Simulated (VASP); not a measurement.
# WSe2 in VASP: single point with r2SCAN

Aim: the single point of WSe2 with r2SCAN.

Everything below comes from runs of VASP 6.6.1. Logs are shortened: lines on timing, memory, paths and dates and some standing lists are left out, and cuts for length are marked.

## (1) The cell of the first run

The cell holds a slab with vacuum, 6 atoms: a = 3.314 Å, b = 3.314 Å, c = 33.317 Å, α = 90.00°, β = 90.00°, γ = 120.00°.

## (2) Single point, r2SCAN (atoms displaced along a vibrational mode, then relaxed in part)

Contents of POSCAR:

```
WSe2
1.0
    3.3143636114      0.0000000000      0.0000000000
   -1.6571818057      2.8703230849      0.0000000000
    0.0000000000      0.0000000000     33.3173520460
W Se
2 4
Direct
    0.0000000000      0.0000000000     -0.0045021499
    0.0000000000      0.0000000000      0.5045021499
    0.3333333333      0.6666666667      0.0453494262
    0.3333333333      0.6666666667      0.5543537432
    0.3333333333      0.6666666667      0.4546505738
    0.3333333333      0.6666666667      0.9456462568
```

Contents of INCAR.step1:

```
PREC = Accurate ; ENCUT = 520
ISMEAR = 0 ; SIGMA = 0.05
LREAL = False ; LASPH = True
NELM = 80 ; NBANDS = 35
GGA = PE ; ALGO = Normal
EDIFF = 1E-4 ; LWAVE = True
LCHARG = False
```

Contents of INCAR.step2:

```
PREC = Accurate ; ENCUT = 520
EDIFF = 1E-6 ; ISMEAR = 0
SIGMA = 0.05 ; LREAL = False
LASPH = True ; NELM = 80
ALGO = Normal ; ISIF = 2
LWAVE = False ; LCHARG = True
METAGGA = R2SCAN ; LMIXTAU = True
LELF = True ; LVHAR = True
NBANDS = 35 ; ISTART = 1
```

Contents of KPOINTS:

```
regular mesh
0
Gamma
  12 12 1
```

Potentials or basis: VASP PAW PBE potentials, release 64 (W_sv, Se).

Command:

```bash
$ cat potpaw_PBE.64/W_sv/POTCAR potpaw_PBE.64/Se/POTCAR > POTCAR
$ cp INCAR.step1 INCAR
$ mpirun -np 1 vasp_std > vasp.out
$ cp INCAR.step2 INCAR
$ mpirun -np 1 vasp_std > vasp.out
```

OUTCAR:

```text
PREC = Accurate
   ENCUT = 520
   EDIFF = 1E-6
   ISMEAR = 0
   LREAL = False
   LASPH = True
   NELM = 80
   ISIF = 2
   METAGGA = R2SCAN
   ISTART = 1

 ion  position               nearest neighbor table
   1  0.000  0.000  0.995-   3 2.53   3 2.53   3 2.53   6 2.53   6 2.53   6 2.53
   2  0.000  0.000  0.505-   5 2.53   5 2.53   5 2.53   4 2.53   4 2.53   4 2.53
   3  0.333  0.667  0.045-   1 2.53   1 2.53   1 2.53
   4  0.333  0.667  0.554-   2 2.53   2 2.53   2 2.53
   5  0.333  0.667  0.455-   2 2.53   2 2.53   2 2.53
   6  0.333  0.667  0.946-   1 2.53   1 2.53   1 2.53

  LATTYP: Found a hexagonal cell.
 ALAT       =     3.3143636114
 C/A-ratio  =    10.0524130579

  Lattice vectors:

 A1 = (   3.3143636114,   0.0000000000,   0.0000000000)
 A2 = (  -1.6571818057,   2.8703230849,   0.0000000000)
 A3 = (   0.0000000000,   0.0000000000,  33.3173520460)

Analysis of symmetry for initial positions (statically):
=====================================================================
 Subroutine PRICEL returns:
 Original cell was already a primitive cell.

 Routine SETGRP: Setting up the symmetry group for a
 hexagonal supercell.

 Subroutine GETGRP returns: Found 12 space group operations
 (whereof  6 operations were pure point group operations)
 out of a pool of 24 trial point group operations.

The static configuration has the point symmetry C_3v.
 The point group associated with its full space group is D_3h.

Analysis of symmetry for dynamics (positions and initial velocities):
=====================================================================
 Subroutine PRICEL returns:
 Original cell was already a primitive cell.

 Routine SETGRP: Setting up the symmetry group for a
 hexagonal supercell.

 Subroutine GETGRP returns: Found 12 space group operations
 (whereof  6 operations were pure point group operations)
 out of a pool of 24 trial point group operations.

The dynamic configuration has the point symmetry C_3v.
 The point group associated with its full space group is D_3h.

 Subroutine INISYM returns: Found 12 space group operations
 (whereof  6 operations are pure point group operations),
 and found     1 'primitive' translations

----------------------------------------------------------------------------------------

                                     Primitive cell

  volume of cell :     316.9578

  direct lattice vectors                    reciprocal lattice vectors
     3.314363611  0.000000000  0.000000000     0.301717047  0.174196418  0.000000000
    -1.657181806  2.870323085  0.000000000     0.000000000  0.348392836  0.000000000
     0.000000000  0.000000000 33.317352046     0.000000000  0.000000000  0.030014390

  length of vectors
     3.314363611  3.314363611 33.317352046     0.348392836  0.348392836  0.030014390

  position of ions in fractional coordinates (direct lattice)
     0.000000000  0.000000000  0.995497850
     0.000000000  0.000000000  0.504502150
     0.333333333  0.666666667  0.045349426
     0.333333333  0.666666667  0.554353743
     0.333333333  0.666666667  0.454650574
     0.333333333  0.666666667  0.945646257

  ion indices of the primitive-cell ions
   primitive index   ion index
                 1           1
                 2           2
                 3           3
                 4           4
                 5           5
                 6           6

----------------------------------------------------------------------------------------

 KPOINTS: regular mesh

Automatic generation of k-mesh.
 Grid dimensions read from file:
 generate k-points for:   12   12    1

 Generating k-lattice:

  Cartesian coordinates                     Fractional coordinates (reciprocal lattice)
     0.025143087  0.014516368  0.000000000     0.083333333  0.000000000  0.000000000
     0.000000000  0.029032736  0.000000000     0.000000000  0.083333333  0.000000000
     0.000000000  0.000000000  0.030014390     0.000000000  0.000000000  1.000000000

  Length of vectors
     0.029032736  0.029032736  0.030014390

  Shift w.r.t. Gamma in fractional coordinates (k-lattice)
     0.000000000  0.000000000  0.000000000

 Subroutine IBZKPT returns following result:
 ===========================================

 Found     19 irreducible k-points:

 Following reciprocal coordinates:
            Coordinates               Weight
  0.000000  0.000000  0.000000      1.000000
  0.083333  0.000000  0.000000      6.000000
  0.166667 -0.000000  0.000000      6.000000
  0.250000  0.000000  0.000000      6.000000
  0.333333  0.000000  0.000000      6.000000
  0.416667  0.000000  0.000000      6.000000
[... 11 lines left out ...]
  0.333333  0.250000  0.000000     12.000000
  0.333333  0.333333  0.000000      2.000000
   k-points           NKPTS =     19   k-points in BZ     NKDIM =     19   number of bands    NBANDS=     35
   number of dos      NEDOS =    301   number of ions     NIONS =      6
   total plane-waves  NPLWV = 196000
   dimension x,y,z NGX =    28 NGY =   28 NGZ =  250
   dimension x,y,z NGXF=    56 NGYF=   56 NGZF=  500
   ions per type =               2   4
   NGX,Y,Z   is equivalent  to a cutoff of  14.04, 14.04, 12.47 a.u.
   NGXF,Y,Z  is equivalent  to a cutoff of  28.09, 28.09, 24.95 a.u.
 SYSTEM =  unknown system
   PREC   = accura    normal or accurate (medium, high low for compatibility)
   ISTART =      1    job   : 0-new  1-cont  2-samecut
   ICHARG =      0    charge: 1-file 2-atom 10-const
   ISPIN  =      1    spin polarized calculation?
   LNONCOLLINEAR =      F non collinear calculations
   LSORBIT =      F    spin-orbit coupling
   LASPH  =      T    aspherical Exc in radial PAW
   ENCUT  =  520.0 eV  38.22 Ry    6.18 a.u.   6.16  6.16 61.95*2*pi/ulx,y,z
   NELM   =     80;   NELMIN=  2; NELMDL=  0     # of ELM steps
   EDIFF  = 0.1E-05   stopping-criterion for ELM
   LREAL  =      F    real-space projection
   EDIFFG = 0.1E-04   stopping-criterion for IOM
   NSW    =      0    number of steps for IOM
   IBRION =     -1    ionic relax: 0-MD 1-quasi-New 2-CG
   NFREE  =      0    steps in history (QN), initial steepest desc. (CG)
   ISIF   =      2    stress and relaxation
   ISYM   =      2    0-nonsym 1-usesym 2-fastsym
   POTIM  = 0.5000    time-step for ionic-motion
   TEBEG  =    0.0;   TEEND  =   0.0 temperature during run
   PSTRESS=    0.0 pullay stress
   NELECT =      52.0000    total number of electrons
   NUPDOWN=      -1.0000    fix difference up-down
   EMIN   =  10.00;   EMAX   =-10.00  energy-range for DOS
   EFERMI =   0.00;   METHOD = LEGACY
   ISMEAR =     0;   SIGMA  =   0.05  broadening in eV -4-tet -1-fermi 0-gaus
   EFERMI_NEDOS =   21; number of points for ismear=-14 and -15
   IALGO  =     38    algorithm
   IMIX   =      4    mixing-type and parameters
     AMIX     =   0.40;   BMIX     =  1.00
     AMIX_MAG =   1.60;   BMIX_MAG =  1.00
  volume/ion in A,a.u.               =      52.83       356.49
  Fermi-wavevector in a.u.,A,eV,Ry     =   0.896208  1.693588 10.928046  0.803189
  Thomas-Fermi vector in A             =   2.018637
   LORBIT       =      0    0 simple, 1 ext, 2 COOP (PROOUT), +10 PAW based schemes
   METAGGA = R2SCAN    functional components
   LHFCALC =     F    Hartree Fock is set to
   AEXX    =    0.0000 exact exchange contribution
   IVDW    =     0    specifies the selected vdW correction
   LEPSILON=     F    determine dielectric tensor
   LRPA    =     F    only Hartree local field effects (RPA)
 non-spin polarized calculation
 Gauss-broadening in eV      SIGMA  =   0.05
  energy-cutoff  :      520.00
  volume of cell :      316.96
 maximum number of plane-waves:      8580
 NGX is ok and might be reduce to    28
   NGX = 13   NGY = 13   NGZ =123

 number of electron      52.0000002 magnetization

 Free energy of the ion-electron system (eV)
  ---------------------------------------------------
  ext. energy  EPLUGINS =         0.00000000
  ---------------------------------------------------
  free energy    TOTEN  =      -163.50114727 eV

  energy without entropy =     -163.50114727  energy(sigma->0) =     -163.50114727

 E-fermi :  -0.6847     XC(G=0):  -4.8245

 val. band max:       -1.0735571635   @ k =   0.3333   0.3333   0.0000
 cond. band min:       0.5685643557   @ k =   0.3333   0.3333   0.0000
 fundamental gap:      1.6421215192
 Fermi energy:        -0.6846702672

 k-point     1 :       0.0000    0.0000    0.0000
  band No.  band energies     occupation
      1     -77.0776      2.00000
      2     -77.0776      2.00000
      3     -40.6556      2.00000
      4     -40.6556      2.00000
      5     -40.5534      2.00000
      6     -40.5534      2.00000
[... 27 lines left out ...]
     34       2.1988      0.00000
     35       3.7981      0.00000

 k-point     2 :       0.0833    0.0000    0.0000
  band No.  band energies     occupation
      1     -77.0769      2.00000
      2     -77.0768      2.00000
      3     -40.6525      2.00000
      4     -40.6525      2.00000
      5     -40.5691      2.00000
      6     -40.5691      2.00000
[... 27 lines left out ...]
     34       2.2030      0.00000
     35       4.0899      0.00000

 k-point     3 :       0.1667   -0.0000    0.0000
  band No.  band energies     occupation
      1     -77.0749      2.00000
      2     -77.0749      2.00000
      3     -40.6442      2.00000
      4     -40.6442      2.00000
      5     -40.6119      2.00000
      6     -40.6119      2.00000
[... 27 lines left out ...]
     34       2.6287      0.00000
     35       4.5425      0.00000

 k-point     4 :       0.2500    0.0000    0.0000
  band No.  band energies     occupation
      1     -77.0722      2.00000
      2     -77.0722      2.00000
      3     -40.6698      2.00000
      4     -40.6698      2.00000
      5     -40.6327      2.00000
      6     -40.6327      2.00000
[... 27 lines left out ...]
     34       3.0593      0.00000
     35       5.0991      0.00000

 k-point     5 :       0.3333    0.0000    0.0000
  band No.  band energies     occupation
      1     -77.0695      2.00000
      2     -77.0695      2.00000
      3     -40.7271      2.00000
      4     -40.7271      2.00000
      5     -40.6213      2.00000
      6     -40.6213      2.00000
[... 448 lines left out ...]
 k-point    17 :       0.2500    0.2500    0.0000
  band No.  band energies     occupation
      1     -77.0669      2.00000
      2     -77.0669      2.00000
      3     -40.7414      2.00000
      4     -40.7414      2.00000
      5     -40.6514      2.00000
      6     -40.6514      2.00000
[... 27 lines left out ...]
     34       3.8003      0.00000
     35       5.5894      0.00000

 k-point    18 :       0.3333    0.2500    0.0000
  band No.  band energies     occupation
      1     -77.0659      2.00000
      2     -77.0659      2.00000
      3     -40.7442      2.00000
      4     -40.7442      2.00000
      5     -40.6745      2.00000
      6     -40.6745      2.00000
[... 27 lines left out ...]
     34       3.9699      0.00000
     35       4.9990      0.00000

 k-point    19 :       0.3333    0.3333    0.0000
  band No.  band energies     occupation
      1     -77.0656      2.00000
      2     -77.0656      2.00000
      3     -40.7265      2.00000
      4     -40.7265      2.00000
      5     -40.7019      2.00000
      6     -40.7019      2.00000
[... 27 lines left out ...]
     34       4.1581      0.00000
     35       5.2495      0.00000

------------------------ aborting loop because EDIFF is reached ----------------------------------------

  FORCE on cell =-STRESS in cart. coord.  units (eV):
  Direction    XX          YY          ZZ          XY          YZ          ZX
  --------------------------------------------------------------------------------------
  -------------------------------------------------------------------------------------
  Total        0.2317815      0.2317815      0.2717393      0.0000000      0.0000000      0.0000000
  in kB        1.1716229      1.1716229      1.3736040      0.0000000      0.0000000      0.0000000
  external PRESSURE =       1.2389499 kB  Pullay stress =       0.0000000 kB

 VOLUME and BASIS-vectors are now :
 -----------------------------------------------------------------------------
  energy-cutoff  :      520.00
  volume of cell :      316.96
      direct lattice vectors                 reciprocal lattice vectors
     3.314363611  0.000000000  0.000000000     0.301717047  0.174196418  0.000000000
    -1.657181806  2.870323085  0.000000000     0.000000000  0.348392836  0.000000000
     0.000000000  0.000000000 33.317352046     0.000000000  0.000000000  0.030014390

 POSITION                                       TOTAL-FORCE (eV/Angst)
 -----------------------------------------------------------------------------------
      0.00000      0.00000     33.16735         0.000000     -0.000000     -0.000104
      0.00000      0.00000     16.80868         0.000000     -0.000000      0.000104
     -0.00000      1.91355      1.51092         0.000000      0.000000      0.046343
     -0.00000      1.91355     18.46960         0.000000     -0.000000      0.044328
     -0.00000      1.91355     15.14775        -0.000000      0.000000     -0.046343
     -0.00000      1.91355     31.50643         0.000000     -0.000000     -0.044328
 -----------------------------------------------------------------------------------
    total drift:                                0.000000     -0.000000      0.000000

  FREE ENERGIE OF THE ION-ELECTRON SYSTEM (eV)
  ---------------------------------------------------
  free  energy   TOTEN  =      -163.5011472652 eV

  energy  without entropy=     -163.5011472652  energy(sigma->0) =     -163.50114727
```

Run time: 55 min. Hardware: 1 thread of Intel Xeon 8259CL, shared host; peak memory 0.6 GiB.

What came out:

```yaml
Free_energy: -163.5011 eV
Largest_force: 0.046 eV/Å
Band_gap_on_the_k_mesh: 1.64 eV
```

Forces on the atoms (eV/Å):
```
W    0.000  0.000  0.000
W    0.000  0.000  0.000
Se   0.000  0.000  0.046
Se   0.000  0.000  0.044
Se   0.000  0.000 -0.046
Se   0.000  0.000 -0.044
```

Levels at points of the mesh, in eV from the valence-band top:
| k point | band 24 | band 25 | band 26 | band 27 | band 28 | band 29 |
| --- | --- | --- | --- | --- | --- | --- |
| (0.00, 0.00, 0.00) | -1.38 | -0.26 | -0.26 | 3.09 | 3.09 | 3.09 |
| (0.50, 0.00, 0.00) | -1.10 | -1.03 | -1.03 | 2.50 | 2.50 | 2.90 |

Caveat: the cell differs from its parent crystal (atoms displaced along a vibrational mode, then relaxed in part); there is no dipole correction, which matters where the two faces differ; the PAW data sets were made with another functional, which shifts forces and pressure a little; spin-orbit coupling is left out, which moves the levels of the heavy elements.
